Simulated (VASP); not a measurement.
A run of VASP 6.6.1:

INCAR

```
ALGO = Normal ; EDIFF = 1E-6
ENCUT = 600 ; GGA = PE
GGA_COMPAT = F ; ISIF = 2
ISMEAR = 0 ; LASPH = T
LCHARG = F ; LREAL = F
LWAVE = F ; NBANDS = 16
NELM = 120 ; PREC = Accurate
SIGMA = 0.05
```

File KPOINTS:

```
k-points
0
Gamma
  12 12 6
```

The input POSCAR:

```
SiC
1.0
    3.0748420382      0.0053290505      0.0076241540
   -1.5328059260      2.6782084031      0.0024289635
    0.0125119479      0.0118265925      5.0181640867
Si C
2 2
Direct
    0.3167911207      0.6757665329     -0.0095294461
    0.6997979774      0.3370980413      0.5018160707
    0.3328136406      0.6882453134      0.4274895749
    0.6505972613      0.2988901124      0.8502238005
```

Potentials or basis: VASP PAW PBE potentials, release 64 (Si, C).

Run with:

```bash
$ cat potpaw_PBE.64/Si/POTCAR potpaw_PBE.64/C/POTCAR > POTCAR
$ mpirun -np 1 vasp_std > vasp.out
```

Hardware: 1 thread of Oxide Virtual Turin-like Processor, on a shared host.

Question: How long does it take, and how much memory?

Answer: It took 6.4 min on 1 thread of Oxide Virtual Turin-like Processor, with other jobs on the host, peak memory 0.37 GiB. Counts: scf iterations 13, k points 436.
